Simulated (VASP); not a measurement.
Runs of VASP 6.6.1 on AlN. The structure is that of space group P6_3mc (No. 186), or close to it. The cells are those of the table. 

```csv
cell,gap on the mesh (eV),pressure (GPa)
"atoms relaxed from a = 3.109, b = 3.109, c = 4.981 Å, angles 90.0, 90.0, 120.0°, 4 atoms",4.25,-3.6
"atoms relaxed from a = 3.113, b = 3.113, c = 4.981 Å, angles 90.0, 90.0, 120.0°, 4 atoms",4.22,-4.1
"atoms relaxed from a = 3.113, b = 3.113, c = 4.991 Å, angles 90.0, 90.0, 120.0°, 4 atoms",(a),-4.5
"atoms relaxed from a = 3.119, b = 3.119, c = 4.981 Å, angles 90.0, 90.0, 120.0°, 4 atoms",4.17,-4.9
```

Alike in all rows: task relaxation of the atoms; level LDA; potentials or basis VASP PAW LDA potentials, release 64 (Al, N); no spin polarisation; k mesh 9 × 9 × 6; cutoff (eV) 520; smearing gaussian 0.01 eV.

Q: Estimate the missing entries.

A: (a) 4.21.

A k mesh can miss the band edges.
